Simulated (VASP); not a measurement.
# PbS (Fm-3m) in VASP: settings compared, part 3 of 4

VASP 6.6.1. The steps go on from the part before.

**4. Single point, PBEsol**

Contents of INCAR:

```
SYSTEM = PbS
PREC = Accurate ; ENCUT = 520
EDIFF = 1E-6 ; ISMEAR = -1
SIGMA = 0.06 ; LREAL = .FALSE.
LASPH = .TRUE. ; NELM = 80
ALGO = Normal ; ISIF = 2
LWAVE = .FALSE. ; LCHARG = .FALSE.
GGA = PS ; NBANDS = 17
```

Contents of KPOINTS:

```
regular mesh
0
G
  8 8 8
  0 0 0
```

Contents of POSCAR:

```
PbS
1.0
    0.0000000000      2.9147360000      2.9147360000
    2.9147360000      0.0000000000      2.9147360000
    2.9147360000      2.9147360000      0.0000000000
Pb S
1 1
Direct
    0.0000000000      0.0000000000      0.0000000000
    0.5000000000      0.5000000000      0.5000000000
```

Potentials or basis: VASP PAW PBE potentials, release 64 (Pb_d, S).

Started as:

```
$ cat potpaw_PBE.64/Pb_d/POTCAR potpaw_PBE.64/S/POTCAR > POTCAR
$ mpirun -np 1 vasp_std > vasp.out
```

OUTCAR:

```text
SYSTEM = PbS
   PREC = Accurate
   ENCUT = 520
   EDIFF = 1E-6
   ISMEAR = -1
   LREAL = .FALSE.
   LASPH = .TRUE.
   NELM = 80
   ISIF = 2
   GGA = PS

 ion  position               nearest neighbor table
   1  0.000  0.000  0.000-   2 2.91   2 2.91   2 2.91   2 2.91   2 2.91   2 2.91
   2  0.500  0.500  0.500-   1 2.91   1 2.91   1 2.91   1 2.91   1 2.91   1 2.91

  LATTYP: Found a face centered cubic cell.
 ALAT       =     5.8294720000

  Lattice vectors:

 A1 = (   0.0000000000,   2.9147360000,   2.9147360000)
 A2 = (   2.9147360000,   0.0000000000,   2.9147360000)
 A3 = (   2.9147360000,   2.9147360000,   0.0000000000)

Analysis of symmetry for initial positions (statically):
=====================================================================
 Subroutine PRICEL returns:
 Original cell was already a primitive cell.

 Routine SETGRP: Setting up the symmetry group for a
 face centered cubic supercell.

 Subroutine GETGRP returns: Found 48 space group operations
 (whereof 48 operations were pure point group operations)
 out of a pool of 48 trial point group operations.

The static configuration has the point symmetry O_h .

Analysis of symmetry for dynamics (positions and initial velocities):
=====================================================================
 Subroutine PRICEL returns:
 Original cell was already a primitive cell.

 Routine SETGRP: Setting up the symmetry group for a
 face centered cubic supercell.

 Subroutine GETGRP returns: Found 48 space group operations
 (whereof 48 operations were pure point group operations)
 out of a pool of 48 trial point group operations.

The dynamic configuration has the point symmetry O_h .

 Subroutine INISYM returns: Found 48 space group operations
 (whereof 48 operations are pure point group operations),
 and found     1 'primitive' translations

----------------------------------------------------------------------------------------

                                     Primitive cell

  volume of cell :      49.5254

  direct lattice vectors                    reciprocal lattice vectors
     0.000000000  2.914736000  2.914736000    -0.171542123  0.171542123  0.171542123
     2.914736000  0.000000000  2.914736000     0.171542123 -0.171542123  0.171542123
     2.914736000  2.914736000  0.000000000     0.171542123  0.171542123 -0.171542123

  length of vectors
     4.122059182  4.122059182  4.122059182     0.297119672  0.297119672  0.297119672

  position of ions in fractional coordinates (direct lattice)
     0.000000000  0.000000000  0.000000000
     0.500000000  0.500000000  0.500000000

  ion indices of the primitive-cell ions
   primitive index   ion index
                 1           1
                 2           2

----------------------------------------------------------------------------------------

 KPOINTS: regular mesh

Automatic generation of k-mesh.
 Grid dimensions read from file:
 generate k-points for:    8    8    8

 Generating k-lattice:

  Cartesian coordinates                     Fractional coordinates (reciprocal lattice)
    -0.021442765  0.021442765  0.021442765     0.125000000  0.000000000  0.000000000
     0.021442765 -0.021442765  0.021442765     0.000000000  0.125000000  0.000000000
     0.021442765  0.021442765 -0.021442765     0.000000000  0.000000000  0.125000000

  Length of vectors
     0.037139959  0.037139959  0.037139959

  Shift w.r.t. Gamma in fractional coordinates (k-lattice)
     0.000000000  0.000000000  0.000000000

 Subroutine IBZKPT returns following result:
 ===========================================

 Found     29 irreducible k-points:

 Following reciprocal coordinates:
            Coordinates               Weight
  0.000000  0.000000  0.000000      1.000000
  0.125000  0.000000  0.000000      8.000000
  0.250000  0.000000  0.000000      8.000000
  0.375000  0.000000  0.000000      8.000000
  0.500000  0.000000  0.000000      4.000000
  0.125000  0.125000  0.000000      6.000000
[... 16 lines left out ...]
  0.500000  0.250000  0.125000     48.000000
 -0.375000  0.250000  0.125000     24.000000
 [... further k-points ...]
   k-points           NKPTS =     29   k-points in BZ     NKDIM =     29   number of bands    NBANDS=     17
   number of dos      NEDOS =    301   number of ions     NIONS =      2
   total plane-waves  NPLWV =  32768
   dimension x,y,z NGX =    32 NGY =   32 NGZ =   32
   dimension x,y,z NGXF=    64 NGYF=   64 NGZF=   64
   ions per type =               1   1
   NGX,Y,Z   is equivalent  to a cutoff of  12.91, 12.91, 12.91 a.u.
   NGXF,Y,Z  is equivalent  to a cutoff of  25.81, 25.81, 25.81 a.u.
 SYSTEM =  PbS
   PREC   = accura    normal or accurate (medium, high low for compatibility)
   ISTART =      0    job   : 0-new  1-cont  2-samecut
   ICHARG =      2    charge: 1-file 2-atom 10-const
   ISPIN  =      1    spin polarized calculation?
   LNONCOLLINEAR =      F non collinear calculations
   LSORBIT =      F    spin-orbit coupling
   LASPH  =      T    aspherical Exc in radial PAW
   ENCUT  =  520.0 eV  38.22 Ry    6.18 a.u.   7.66  7.66  7.66*2*pi/ulx,y,z
   NELM   =     80;   NELMIN=  2; NELMDL= -5     # of ELM steps
   EDIFF  = 0.1E-05   stopping-criterion for ELM
   LREAL  =      F    real-space projection
   EDIFFG = 0.1E-04   stopping-criterion for IOM
   NSW    =      0    number of steps for IOM
   IBRION =     -1    ionic relax: 0-MD 1-quasi-New 2-CG
   NFREE  =      0    steps in history (QN), initial steepest desc. (CG)
   ISIF   =      2    stress and relaxation
   ISYM   =      2    0-nonsym 1-usesym 2-fastsym
   POTIM  = 0.5000    time-step for ionic-motion
   TEBEG  =    0.0;   TEEND  =   0.0 temperature during run
   PSTRESS=    0.0 pullay stress
   NELECT =      20.0000    total number of electrons
   NUPDOWN=      -1.0000    fix difference up-down
   EMIN   =  10.00;   EMAX   =-10.00  energy-range for DOS
   EFERMI =   0.00;   METHOD = LEGACY
   ISMEAR =    -1;   SIGMA  =   0.06  broadening in eV -4-tet -1-fermi 0-gaus
   EFERMI_NEDOS =   21; number of points for ismear=-14 and -15
   IALGO  =     38    algorithm
   IMIX   =      4    mixing-type and parameters
     AMIX     =   0.40;   BMIX     =  1.00
     AMIX_MAG =   1.60;   BMIX_MAG =  1.00
  volume/ion in A,a.u.               =      24.76       167.11
  Fermi-wavevector in a.u.,A,eV,Ry     =   1.210066  2.286693 19.922452  1.464259
  Thomas-Fermi vector in A             =   2.345624
   LORBIT       =      0    0 simple, 1 ext, 2 COOP (PROOUT), +10 PAW based schemes
   GGA     = PS    functional components
   LHFCALC =     F    Hartree Fock is set to
   AEXX    =    0.0000 exact exchange contribution
   IVDW    =     0    specifies the selected vdW correction
   LEPSILON=     F    determine dielectric tensor
   LRPA    =     F    only Hartree local field effects (RPA)
 non-spin polarized calculation
  energy-cutoff  :      520.00
  volume of cell :       49.53
 maximum number of plane-waves:      1363
   NGX = 15   NGY = 15   NGZ = 15

 number of electron      19.9999999 magnetization

 Free energy of the ion-electron system (eV)
  ---------------------------------------------------
  ext. energy  EPLUGINS =         0.00000000
  ---------------------------------------------------
  free energy    TOTEN  =        -9.44405063 eV

  energy without entropy =       -9.44278532  energy(sigma->0) =       -9.44341798

 E-fermi :   6.4811     XC(G=0): -10.1342

 val. band max:        6.4572045873   @ k =   0.5000   0.0000   0.0000
 cond. band min:       6.5049435639   @ k =   0.5000   0.0000   0.0000
 fundamental gap:      0.0477389766
 Fermi energy:         6.4810830248

 k-point     1 :       0.0000    0.0000    0.0000
  band No.  band energies     occupation
      1     -10.4495      2.00000
      2     -10.4495      2.00000
      3     -10.4495      2.00000
      4     -10.4381      2.00000
      5     -10.4381      2.00000
      6      -7.7036      2.00000
[... 9 lines left out ...]
     16      12.8992      0.00000
     17      14.6740      0.00000
[... 441 lines left out ...]
 k-point    24 :      -0.3750    0.2500    0.1250
  band No.  band energies     occupation
      1     -10.5319      2.00000
      2     -10.4588      2.00000
      3     -10.4323      2.00000
      4     -10.4143      2.00000
      5     -10.3875      2.00000
      6      -6.0219      2.00000
[... 9 lines left out ...]
     16      17.2556      0.00000
     17      17.5294      0.00000

 [... further k-points ...]

------------------------ aborting loop because EDIFF is reached ----------------------------------------

  FORCE on cell =-STRESS in cart. coord.  units (eV):
  Direction    XX          YY          ZZ          XY          YZ          ZX
  --------------------------------------------------------------------------------------
  -------------------------------------------------------------------------------------
  Total        0.7119301      0.7119301      0.7119301      0.0000000      0.0000000     -0.0000000
  in kB       23.0313963     23.0313963     23.0313963      0.0000000      0.0000000     -0.0000000
  external PRESSURE =      23.0313963 kB  Pullay stress =       0.0000000 kB

 VOLUME and BASIS-vectors are now :
 -----------------------------------------------------------------------------
  energy-cutoff  :      520.00
  volume of cell :       49.53
      direct lattice vectors                 reciprocal lattice vectors
     0.000000000  2.914736000  2.914736000    -0.171542123  0.171542123  0.171542123
     2.914736000  0.000000000  2.914736000     0.171542123 -0.171542123  0.171542123
     2.914736000  2.914736000  0.000000000     0.171542123  0.171542123 -0.171542123

 POSITION                                       TOTAL-FORCE (eV/Angst)
 -----------------------------------------------------------------------------------
      0.00000      0.00000      0.00000         0.000000      0.000000      0.000000
      2.91474      2.91474      2.91474         0.000000      0.000000     -0.000000
 -----------------------------------------------------------------------------------
    total drift:                                0.000000     -0.000000     -0.000000

  FREE ENERGIE OF THE ION-ELECTRON SYSTEM (eV)
  ---------------------------------------------------
  free  energy   TOTEN  =        -9.4440506349 eV

  energy  without entropy=       -9.4427853209  energy(sigma->0) =       -9.44341798
```

stdout:

```text
POSCAR found type information on POSCAR PbS
 POSCAR found :  2 types and       2 ions
 scaLAPACK will be used
 -----------------------------------------------------------------------------
|                                                                             |
|                                                                             |
|     You enforced a specific xc type in the INCAR file but a different       |
|     I HOPE YOU KNOW WHAT YOU ARE DOING!                                     |
|                                                                             |
 -----------------------------------------------------------------------------

 LDA part: xc-table for (Slater+PW92), standard interpolation
 POSCAR, INCAR and KPOINTS ok, starting setup
 FFT: planning ... GRIDC
 FFT: planning ... GRID_SOFT
 FFT: planning ... GRID
 WAVECAR not read
 entering main loop
```

It used 14 s of CPU time on 1 thread of Intel Xeon 6975P-C, on a shared host.

What came out:

- Free energy: -9.4441 eV
- Pressure: 2.3 GPa
- Band gap on the k mesh: 0.05 eV, direct

Levels at points of the mesh, in eV from the valence-band top:
```
           k point  band 6  band 7  band 8  band 9  band 10  band 11  band 12  band 13  band 14  band 15
(0.00, 0.00, 0.00)  -14.16   -6.03   -2.50   -2.50    -2.50     5.25     5.25     5.25     6.44     6.44
(0.50, 0.00, 0.00)  -12.76   -9.29   -2.06   -2.06     0.00     0.05     1.71     1.71     8.49     9.93
(0.50, 0.50, 0.00)  -12.21   -7.39   -5.79   -3.88    -3.88     3.42     5.63     5.78     5.78    11.16
```

Caveat: the PAW data sets were made with another functional, which shifts forces and pressure a little; spin-orbit coupling is left out, which moves the levels of the heavy elements. A k mesh can miss the band edges.

**5. Single point, LDA**

Contents of INCAR:

```
SYSTEM = PbS
PREC     = Accurate       ! precision mode
ENCUT    = 520            ! plane-wave cutoff, eV
EDIFF    = 1E-7           ! SCF threshold, eV
ISMEAR   = -1             ! smearing method
SIGMA    = 0.06           ! smearing width, eV
LREAL    = .False.        ! projectors in reciprocal space
LASPH    = .True.         ! aspherical terms in the spheres
NELM     = 80             ! most SCF steps
ALGO     = Normal         ! electronic algorithm
ISIF     = 2              ! what is computed and relaxed
LWAVE    = .False.        ! write WAVECAR
LCHARG   = .True.         ! write CHGCAR
GGA      = CA             ! functional
LELF     = .True.         ! ELF
LVHAR    = .True.       
NBANDS   = 17             ! bands
```

Contents of KPOINTS:

```
regular mesh
0
Gamma
  8 8 8
  0 0 0
```

POSCAR is that of step 4.

Potentials or basis: VASP PAW LDA potentials, release 64 (Pb_d, S).

Started as:

```
$ cat potpaw_LDA.64/Pb_d/POTCAR potpaw_LDA.64/S/POTCAR > POTCAR
$ mpirun -np 1 vasp_std > vasp.out
```

OUTCAR:

```text
SYSTEM = PbS
   PREC = Accurate
   ENCUT = 520
   EDIFF = 1E-7
   ISMEAR = -1
   LREAL = .False.
   LASPH = .True.
   NELM = 80
   ISIF = 2
   GGA = CA

 ion  position               nearest neighbor table
   1  0.000  0.000  0.000-   2 2.91   2 2.91   2 2.91   2 2.91   2 2.91   2 2.91
   2  0.500  0.500  0.500-   1 2.91   1 2.91   1 2.91   1 2.91   1 2.91   1 2.91

  LATTYP: Found a face centered cubic cell.
 ALAT       =     5.8294720000

  Lattice vectors:

 A1 = (   0.0000000000,   2.9147360000,   2.9147360000)
 A2 = (   2.9147360000,   0.0000000000,   2.9147360000)
 A3 = (   2.9147360000,   2.9147360000,   0.0000000000)

Analysis of symmetry for initial positions (statically):
=====================================================================
 Subroutine PRICEL returns:
 Original cell was already a primitive cell.

 Routine SETGRP: Setting up the symmetry group for a
 face centered cubic supercell.

 Subroutine GETGRP returns: Found 48 space group operations
 (whereof 48 operations were pure point group operations)
 out of a pool of 48 trial point group operations.

The static configuration has the point symmetry O_h .

Analysis of symmetry for dynamics (positions and initial velocities):
=====================================================================
 Subroutine PRICEL returns:
 Original cell was already a primitive cell.

 Routine SETGRP: Setting up the symmetry group for a
 face centered cubic supercell.

 Subroutine GETGRP returns: Found 48 space group operations
 (whereof 48 operations were pure point group operations)
 out of a pool of 48 trial point group operations.

The dynamic configuration has the point symmetry O_h .

 Subroutine INISYM returns: Found 48 space group operations
 (whereof 48 operations are pure point group operations),
 and found     1 'primitive' translations

----------------------------------------------------------------------------------------

                                     Primitive cell
[... 109 lines left out ...]
   IMIX   =      4    mixing-type and parameters
     AMIX     =   0.40;   BMIX     =  1.00
     AMIX_MAG =   1.60;   BMIX_MAG =  1.00
  volume/ion in A,a.u.               =      24.76       167.11
  Fermi-wavevector in a.u.,A,eV,Ry     =   1.210066  2.286693 19.922452  1.464259
  Thomas-Fermi vector in A             =   2.345624
   LORBIT       =      0    0 simple, 1 ext, 2 COOP (PROOUT), +10 PAW based schemes
   GGA     = CA    functional components
   LHFCALC =     F    Hartree Fock is set to
   AEXX    =    0.0000 exact exchange contribution
   IVDW    =     0    specifies the selected vdW correction
   LEPSILON=     F    determine dielectric tensor
   LRPA    =     F    only Hartree local field effects (RPA)
 non-spin polarized calculation
  energy-cutoff  :      520.00
  volume of cell :       49.53
 maximum number of plane-waves:      1363
   NGX = 15   NGY = 15   NGZ = 15

 number of electron      19.9999999 magnetization

 Free energy of the ion-electron system (eV)
  ---------------------------------------------------
  ext. energy  EPLUGINS =         0.00000000
  ---------------------------------------------------
  free energy    TOTEN  =        -9.99920777 eV

  energy without entropy =       -9.99790619  energy(sigma->0) =       -9.99855698

 E-fermi :   6.3735     XC(G=0): -10.2697

 val. band max:        6.3701549808   @ k =   0.5000   0.0000   0.0000
 cond. band min:       6.3769137855   @ k =   0.5000   0.0000   0.0000
 fundamental gap:      0.0067588047
 Fermi energy:         6.3735454944

 k-point     1 :       0.0000    0.0000    0.0000
  band No.  band energies     occupation
      1     -10.5722      2.00000
      2     -10.5722      2.00000
      3     -10.5722      2.00000
      4     -10.5651      2.00000
      5     -10.5651      2.00000
      6      -7.7565      2.00000
[... 457 lines left out ...]
      4     -10.5369      2.00000
      5     -10.5103      2.00000
      6      -6.0538      2.00000
[... 9 lines left out ...]
     16      17.1609      0.00000
     17      17.4277      0.00000

 [... further k-points ...]

------------------------ aborting loop because EDIFF is reached ----------------------------------------

  FORCE on cell =-STRESS in cart. coord.  units (eV):
  Direction    XX          YY          ZZ          XY          YZ          ZX
  --------------------------------------------------------------------------------------
  -------------------------------------------------------------------------------------
  Total        0.1625775      0.1625775      0.1625775     -0.0000000      0.0000000     -0.0000000
  in kB        5.2594860      5.2594860      5.2594860     -0.0000000      0.0000000     -0.0000000
  external PRESSURE =       5.2594860 kB  Pullay stress =       0.0000000 kB

 VOLUME and BASIS-vectors are now :
 -----------------------------------------------------------------------------
  energy-cutoff  :      520.00
  volume of cell :       49.53
      direct lattice vectors                 reciprocal lattice vectors
     0.000000000  2.914736000  2.914736000    -0.171542123  0.171542123  0.171542123
     2.914736000  0.000000000  2.914736000     0.171542123 -0.171542123  0.171542123
     2.914736000  2.914736000  0.000000000     0.171542123  0.171542123 -0.171542123

 POSITION                                       TOTAL-FORCE (eV/Angst)
 -----------------------------------------------------------------------------------
      0.00000      0.00000      0.00000        -0.000000      0.000000      0.000000
      2.91474      2.91474      2.91474         0.000000     -0.000000     -0.000000
 -----------------------------------------------------------------------------------
    total drift:                                0.000000     -0.000000     -0.000000

  FREE ENERGIE OF THE ION-ELECTRON SYSTEM (eV)
  ---------------------------------------------------
  free  energy   TOTEN  =        -9.9992077669 eV

  energy  without entropy=       -9.9979061946  energy(sigma->0) =       -9.99855698
```

It used 14 s of CPU time on 1 thread of Intel Xeon 6975P-C, on a shared host.

What came out:

```
Free energy            : -9.9992 eV
Pressure               : 0.5 GPa
Band gap on the k mesh : 0.01 eV, direct
```

Caveat: spin-orbit coupling is left out, which moves the levels of the heavy elements. A k mesh can miss the band edges.

(Part 3 of 4 ends here.)
